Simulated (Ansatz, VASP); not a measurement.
# Sc2SbP3 in VASP and in Ansatz

The input INCAR:

```
ALGO     = Normal         # electronic algorithm
EDIFF    = 1E-6           # SCF threshold, eV
EDIFFG   = -0.04          # ionic threshold
ENCUT    = 600            # plane-wave cutoff, eV
GGA      = PE             # functional
IBRION   = 2              # ionic algorithm
ISIF     = 3              # what is computed and relaxed
ISMEAR   = 0              # smearing method
LASPH    = True           # aspherical terms in the spheres
LCHARG   = False          # write CHGCAR
LREAL    = False          # projectors in reciprocal space
LWAVE    = False          # write WAVECAR
NELM     = 100            # most SCF steps
NSW      = 90             # ionic steps
PREC     = Accurate       # precision mode
SIGMA    = 0.1            # smearing width, eV
```

Contents of KPOINTS:

```
k-points
0
Gamma
  6 6 4
```

Contents of POSCAR:

```
Sc2SbP3
1.0
    4.4060297114      0.0000000000      0.0000000000
   -2.2030148557      3.8157336599      0.0000000000
    0.0000000000      0.0000000000      6.9925620028
Sc Sb P
2 1 3
Direct
    0.3333333333      0.6666666667      0.2833558394
    0.3333333333      0.6666666667      0.7166441606
    0.6666666667      0.3333333333      0.0000000000
    0.6666666667      0.3333333333      0.5000000000
    0.0000000000      0.0000000000      0.0000000000
    0.0000000000      0.0000000000      0.5000000000
```

Input for Ansatz:

```yaml
crystal:
  lattice:
    - [4.4060297114, 0.0, 0.0]
    - [-2.2030148557, 3.8157336599, 0.0]
    - [0.0, 0.0, 6.9925620028]
  atoms:
    - { symbol: Sc, position: [0.3333333333, 0.6666666667, 0.2833558394] }
    - { symbol: Sc, position: [0.3333333333, 0.6666666667, 0.7166441606] }
    - { symbol: Sb, position: [0.6666666667, 0.3333333333, 0.0] }
    - { symbol: P, position: [0.6666666667, 0.3333333333, 0.5] }
    - { symbol: P, position: [0.0, 0.0, 0.0] }
    - { symbol: P, position: [0.0, 0.0, 0.5] }
basis:
  ecutwfc: 420
kpoints:
  mp_grid: { grid: [6, 6, 4] }
hamiltonian:
  xc: pbe
scf:
  occupations: { method: gaussian, width: 0.1 }
  lower_state_search: "off"
output:
  forces: true
  stress: true
  eigenvalues: true
relax:
  adjacent_minimum: "off"
  f_tol: 0.04
  max_steps: 70
  cell: { stress_tol: 0.4 }
```

Change from the starting cell: species swapped into the Gd2CoNi3 type (P-6m2, No. 187).

Alike in both runs: task relaxation of cell and atoms; functional PBE; k mesh 6 × 6 × 4; occupations gaussian, width 0.1 eV; no spin polarisation.

|  | VASP | Ansatz |
| --- | --- | --- |
| version | VASP 6.6.1 | Ansatz 0.2.0 |
| potentials or method | VASP PAW PBE potentials, release 64 (Sc_sv, Sb, P), cutoff 600 eV | scalar-relativistic, plane waves, PAW |
| valence electrons in the cell | 42 | 52 |

Ansatz gave:

| Property | Result |
| --- | --- |
| gap on the k mesh at the Fermi level, each at its own relaxed structure (eV) | none |
| relaxed volume (Å³/atom) | 19.59 |
| relaxed length of the cell vector where the two differ most in proportion (Å) | 7.031 |

Task: Estimate VASP's values.

Result: gap on the k mesh at the Fermi level, each at its own relaxed structure (eV): none; relaxed volume (Å³/atom): 19.58; relaxed length of the cell vector where the two differ most in proportion (Å): 7.023.

A gap of «none» marks a metal or a gap that the smearing closes. VASP's potentials hold 42 valence electrons a cell and Ansatz's 52, so a difference there can come from the potentials and not from the codes.

Spin-orbit coupling is off throughout.
